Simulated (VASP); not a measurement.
# Ge (Fddd) in VASP: single point with PBE

Aim: the single point of Ge with PBE.

Program: VASP 6.6.1. These are calculated values, not measurements. Logs are shortened: lines on timing, memory, paths and dates and some standing lists are left out, and cuts for length are marked.

### Step 1. The cell of the first run

It takes space group Fddd (No. 70, orthorhombic). Conventional cell: a = 2.926 Å, b = 10.570 Å, c = 10.581 Å, α = 90.00°, β = 90.00°, γ = 90.00°. Within 3.6 Å of Ge (site symmetry 2) lie 9 Ge at 2.75 to 3.44 Å.

### Step 2. Single point, PBE

Input file INCAR:

```
SYSTEM = Ge
ALGO = Normal ; EDIFF = 1E-7
ENCUT = 520 ; GGA = PE
ISIF = 2 ; ISMEAR = 0
LASPH = .True. ; LCHARG = .False.
LREAL = .False. ; LWAVE = .False.
NBANDS = 36 ; NELM = 60
PREC = Accurate ; SIGMA = 0.1
```

Input file KPOINTS:

```
k-points
0
Gamma
  6 6 6
  0 0 0
```

Input file POSCAR:

```
Ge
1.0
    2.9261901000      0.0000000000      0.0000000000
    1.4630950500      5.2851739800      0.0000000000
    1.4630950500      0.0000000000      5.2903171300
Ge
4
Direct
    0.8700192600      0.2599614900      0.0000000000
    0.8799807400      0.2400385100      0.5000000000
    0.1299807400      0.7400385100      0.0000000000
    0.6200192600      0.7599614900      0.5000000000
```

Potentials or basis: VASP PAW PBE potentials, release 64 (Ge_d).

Started as:

```console
$ cat potpaw_PBE.64/Ge_d/POTCAR > POTCAR
$ mpirun -np 1 vasp_std > vasp.out
```

OUTCAR:

```text
SYSTEM = Ge
   EDIFF = 1E-7
   ENCUT = 520
   GGA = PE
   ISIF = 2
   ISMEAR = 0
   LASPH = .True.
   LREAL = .False.
   NELM = 60
   PREC = Accurate

 ion  position               nearest neighbor table
   1  0.870  0.260  0.000-   2 2.75   2 2.75   3 2.75
   2  0.880  0.240  0.500-   1 2.75   1 2.75   4 2.75
   3  0.130  0.740  0.000-   4 2.75   4 2.75   1 2.75
   4  0.620  0.760  0.500-   3 2.75   3 2.75   2 2.75

  LATTYP: Found a face centered orthorhombic cell.
 ALAT       =     2.9261901000
 B/A-ratio  =     3.6123244214
 C/A-ratio  =     3.6158396749

  Lattice vectors:

 A1 = (   0.0000000000,   5.2851739800,   5.2903171300)
 A2 = (   1.4630950500,   0.0000000000,   5.2903171300)
 A3 = (   1.4630950500,   5.2851739800,   0.0000000000)

Analysis of symmetry for initial positions (statically):
=====================================================================
 Subroutine PRICEL returns:
 Original cell was already a primitive cell.

 Routine SETGRP: Setting up the symmetry group for a
 face centered orthorhombic supercell.

 Subroutine GETGRP returns: Found  8 space group operations
 (whereof  4 operations were pure point group operations)
 out of a pool of  8 trial point group operations.

The static configuration has the point symmetry D_2 .
 The point group associated with its full space group is D_2h.

Analysis of symmetry for dynamics (positions and initial velocities):
=====================================================================
 Subroutine PRICEL returns:
 Original cell was already a primitive cell.

 Routine SETGRP: Setting up the symmetry group for a
 face centered orthorhombic supercell.

 Subroutine GETGRP returns: Found  8 space group operations
 (whereof  4 operations were pure point group operations)
 out of a pool of  8 trial point group operations.

The dynamic configuration has the point symmetry D_2 .
 The point group associated with its full space group is D_2h.

 Subroutine INISYM returns: Found  8 space group operations
 (whereof  4 operations are pure point group operations),
 and found     1 'primitive' translations

----------------------------------------------------------------------------------------

                                     Primitive cell

  volume of cell :      81.8170

  direct lattice vectors                    reciprocal lattice vectors
     2.926190100  0.000000000  0.000000000     0.341741297 -0.094604265 -0.094512292
     1.463095050  5.285173980  0.000000000     0.000000000  0.189208530  0.000000000
     1.463095050  0.000000000  5.290317130     0.000000000  0.000000000  0.189024585

  length of vectors
     2.926190100  5.483950321  5.488907219     0.366973643  0.189208530  0.189024585

  position of ions in fractional coordinates (direct lattice)
     0.870019260  0.259961490  0.000000000
     0.879980740  0.240038510  0.500000000
     0.129980740  0.740038510  0.000000000
     0.620019260  0.759961490  0.500000000

  ion indices of the primitive-cell ions
   primitive index   ion index
                 1           1
                 2           2
                 3           3
                 4           4

----------------------------------------------------------------------------------------

 KPOINTS: k-points

Automatic generation of k-mesh.
 Grid dimensions read from file:
 generate k-points for:    6    6    6

 Generating k-lattice:

  Cartesian coordinates                     Fractional coordinates (reciprocal lattice)
     0.056956883 -0.015767378 -0.015752049     0.166666667 -0.000000000  0.000000000
     0.000000000  0.031534755  0.000000000     0.000000000  0.166666667  0.000000000
     0.000000000  0.000000000  0.031504097     0.000000000  0.000000000  0.166666667

  Length of vectors
     0.061162274  0.031534755  0.031504097

  Shift w.r.t. Gamma in fractional coordinates (k-lattice)
     0.000000000  0.000000000  0.000000000

 Subroutine IBZKPT returns following result:
 ===========================================

 Found     46 irreducible k-points:

 Following reciprocal coordinates:
            Coordinates               Weight
  0.000000  0.000000  0.000000      1.000000
  0.166667  0.000000  0.000000      8.000000
  0.333333  0.000000  0.000000      8.000000
  0.500000  0.000000 -0.000000      4.000000
  0.000000  0.166667  0.000000      2.000000
  0.333333  0.166667  0.000000      4.000000
[... 16 lines left out ...]
 -0.166667  0.166667  0.166667      8.000000
  0.000000  0.333333  0.166667      4.000000
 [... further k-points ...]
   k-points           NKPTS =     46   k-points in BZ     NKDIM =     46   number of bands    NBANDS=     36
   number of dos      NEDOS =    301   number of ions     NIONS =      4
   total plane-waves  NPLWV =  42336
   dimension x,y,z NGX =    24 NGY =   42 NGZ =   42
   dimension x,y,z NGXF=    48 NGYF=   84 NGZF=   84
   ions per type =               4
   NGX,Y,Z   is equivalent  to a cutoff of  13.64, 12.73, 12.72 a.u.
   NGXF,Y,Z  is equivalent  to a cutoff of  27.27, 25.46, 25.44 a.u.
 SYSTEM =  Ge
   PREC   = accura    normal or accurate (medium, high low for compatibility)
   ISTART =      0    job   : 0-new  1-cont  2-samecut
   ICHARG =      2    charge: 1-file 2-atom 10-const
   ISPIN  =      1    spin polarized calculation?
   LNONCOLLINEAR =      F non collinear calculations
   LSORBIT =      F    spin-orbit coupling
   LASPH  =      T    aspherical Exc in radial PAW
   ENCUT  =  520.0 eV  38.22 Ry    6.18 a.u.   5.44 10.20 10.21*2*pi/ulx,y,z
   NELM   =     60;   NELMIN=  2; NELMDL= -5     # of ELM steps
   EDIFF  = 0.1E-06   stopping-criterion for ELM
   LREAL  =      F    real-space projection
   EDIFFG = 0.1E-05   stopping-criterion for IOM
   NSW    =      0    number of steps for IOM
   IBRION =     -1    ionic relax: 0-MD 1-quasi-New 2-CG
   NFREE  =      0    steps in history (QN), initial steepest desc. (CG)
   ISIF   =      2    stress and relaxation
   ISYM   =      2    0-nonsym 1-usesym 2-fastsym
   POTIM  = 0.5000    time-step for ionic-motion
   TEBEG  =    0.0;   TEEND  =   0.0 temperature during run
   PSTRESS=    0.0 pullay stress
   NELECT =      56.0000    total number of electrons
   NUPDOWN=      -1.0000    fix difference up-down
   EMIN   =  10.00;   EMAX   =-10.00  energy-range for DOS
   EFERMI =   0.00;   METHOD = LEGACY
   ISMEAR =     0;   SIGMA  =   0.10  broadening in eV -4-tet -1-fermi 0-gaus
   EFERMI_NEDOS =   21; number of points for ismear=-14 and -15
   IALGO  =     38    algorithm
   IMIX   =      4    mixing-type and parameters
     AMIX     =   0.40;   BMIX     =  1.00
     AMIX_MAG =   1.60;   BMIX_MAG =  1.00
  volume/ion in A,a.u.               =      20.45       138.03
  Fermi-wavevector in a.u.,A,eV,Ry     =   1.442745  2.726393 28.320717  2.081514
  Thomas-Fermi vector in A             =   2.561231
   LORBIT       =      0    0 simple, 1 ext, 2 COOP (PROOUT), +10 PAW based schemes
   GGA     = PE    functional components
   LHFCALC =     F    Hartree Fock is set to
   AEXX    =    0.0000 exact exchange contribution
   IVDW    =     0    specifies the selected vdW correction
   LEPSILON=     F    determine dielectric tensor
   LRPA    =     F    only Hartree local field effects (RPA)
 non-spin polarized calculation
 Gauss-broadening in eV      SIGMA  =   0.10
  energy-cutoff  :      520.00
  volume of cell :       81.82
 maximum number of plane-waves:      2224
 NGX is ok and might be reduce to    24
   NGX = 11   NGY = 21   NGZ = 21

 number of electron      55.9999965 magnetization

 Free energy of the ion-electron system (eV)
  ---------------------------------------------------
  ext. energy  EPLUGINS =         0.00000000
  ---------------------------------------------------
  free energy    TOTEN  =       -16.76941643 eV

  energy without entropy =      -16.75754340  energy(sigma->0) =      -16.76347991

 E-fermi :   5.9579     XC(G=0): -10.8293

 val. band max:        5.9457537480   @ k =  -0.3333   0.1667   0.1667
 cond. band min:       5.9802773033   @ k =   0.0000   0.1667   0.5000
 fundamental gap:      0.0345235554
 Fermi energy:         5.9578660688

 k-point     1 :       0.0000    0.0000    0.0000
  band No.  band energies     occupation
      1     -18.9051      2.00000
      2     -18.8874      2.00000
      3     -18.8718      2.00000
      4     -18.8626      2.00000
      5     -18.8493      2.00000
      6     -18.8412      2.00000
[... 28 lines left out ...]
     35      13.5326      0.00000
     36      14.9077      0.00000

 k-point     2 :       0.1667    0.0000    0.0000
  band No.  band energies     occupation
      1     -18.8967      2.00000
      2     -18.8691      2.00000
      3     -18.8539      2.00000
      4     -18.8462      2.00000
      5     -18.8336      2.00000
      6     -18.8243      2.00000
[... 28 lines left out ...]
     35      13.0817      0.00000
     36      15.3262      0.00000

 k-point     3 :       0.3333    0.0000    0.0000
  band No.  band energies     occupation
      1     -18.8859      2.00000
      2     -18.8444      2.00000
      3     -18.8420      2.00000
      4     -18.8271      2.00000
      5     -18.8248      2.00000
      6     -18.8227      2.00000
[... 28 lines left out ...]
     35      12.4397      0.00000
     36      12.8083      0.00000

 k-point     4 :       0.5000    0.0000   -0.0000
  band No.  band energies     occupation
      1     -18.8831      2.00000
      2     -18.8529      2.00000
      3     -18.8423      2.00000
      4     -18.8378      2.00000
      5     -18.8272      2.00000
      6     -18.8260      2.00000
[... 28 lines left out ...]
     35      10.3348      0.00000
     36      11.6672      0.00000

 k-point     5 :       0.0000    0.1667    0.0000
  band No.  band energies     occupation
      1     -18.9016      2.00000
      2     -18.8893      2.00000
      3     -18.8764      2.00000
      4     -18.8624      2.00000
      5     -18.8421      2.00000
      6     -18.8364      2.00000
[... 655 lines left out ...]
 k-point    22 :      -0.3333    0.1667    0.1667
  band No.  band energies     occupation
      1     -18.8721      2.00000
      2     -18.8506      2.00000
      3     -18.8394      2.00000
      4     -18.8323      2.00000
      5     -18.8223      2.00000
      6     -18.8125      2.00000
[... 28 lines left out ...]
     35      10.9462      0.00000
     36      11.7040      0.00000

 k-point    23 :      -0.1667    0.1667    0.1667
  band No.  band energies     occupation
      1     -18.8787      2.00000
      2     -18.8598      2.00000
      3     -18.8530      2.00000
      4     -18.8377      2.00000
      5     -18.8197      2.00000
      6     -18.8149      2.00000
[... 28 lines left out ...]
     35      12.5152      0.00000
     36      12.7238      0.00000

 k-point    24 :       0.0000    0.3333    0.1667
  band No.  band energies     occupation
      1     -18.8870      2.00000
      2     -18.8855      2.00000
      3     -18.8785      2.00000
      4     -18.8619      2.00000
      5     -18.8274      2.00000
      6     -18.8186      2.00000
[... 28 lines left out ...]
     35      13.1811      0.00000
     36      13.8829      0.00000

 [... further k-points ...]
[... 5 lines left out ...]
  --------------------------------------------------------------------------------------
  -------------------------------------------------------------------------------------
  Total       -2.9447338      0.2129795      0.6004067      0.0000000      0.0000000      0.0000000
  in kB      -57.6651050      4.1706599     11.7574339      0.0000000      0.0000000      0.0000000
  external PRESSURE =     -13.9123371 kB  Pullay stress =       0.0000000 kB

 VOLUME and BASIS-vectors are now :
 -----------------------------------------------------------------------------
  energy-cutoff  :      520.00
  volume of cell :       81.82
      direct lattice vectors                 reciprocal lattice vectors
     2.926190100  0.000000000  0.000000000     0.341741297 -0.094604265 -0.094512292
     1.463095050  5.285173980  0.000000000     0.000000000  0.189208530  0.000000000
     1.463095050  0.000000000  5.290317130     0.000000000  0.000000000  0.189024585

 POSITION                                       TOTAL-FORCE (eV/Angst)
 -----------------------------------------------------------------------------------
      2.92619      1.37394      0.00000        -0.000000      0.217841      0.000000
      3.65774      1.26865      2.64516         0.000000     -0.217841      0.000000
      1.46310      3.91123      0.00000        -0.000000     -0.217841      0.000000
      3.65774      4.01653      2.64516         0.000000      0.217841      0.000000
 -----------------------------------------------------------------------------------
    total drift:                               -0.000017     -0.000009      0.000001

  FREE ENERGIE OF THE ION-ELECTRON SYSTEM (eV)
  ---------------------------------------------------
  free  energy   TOTEN  =       -16.7694164274 eV

  energy  without entropy=      -16.7575433965  energy(sigma->0) =      -16.76347991
```

Wall time 45 s (1 thread of Intel Xeon 6975P-C (Granite Rapids), shared host); peak memory 0.23 GiB.

Results:

| Quantity | Value |
| --- | --- |
| Free energy | -16.7694 eV |
| Pressure | -1.4 GPa |
| Largest force | 0.218 eV/Å |
| Band gap on the k mesh | zero (band 28 reaches 7.02 eV, above the bottom of band 29 at 4.36 eV) |

Forces in eV/Å, atoms in the order of the input:
```
Ge   0.000  0.218  0.000
Ge   0.000 -0.218  0.000
Ge   0.000 -0.218  0.000
Ge   0.000  0.218  0.000
```

Stress tensor (GPa, compression positive):
```
-5.77  0.00  0.00
 0.00  0.42  0.00
 0.00  0.00  1.18
```

Caveat: the k points lie up to 0.38 Å⁻¹ apart.
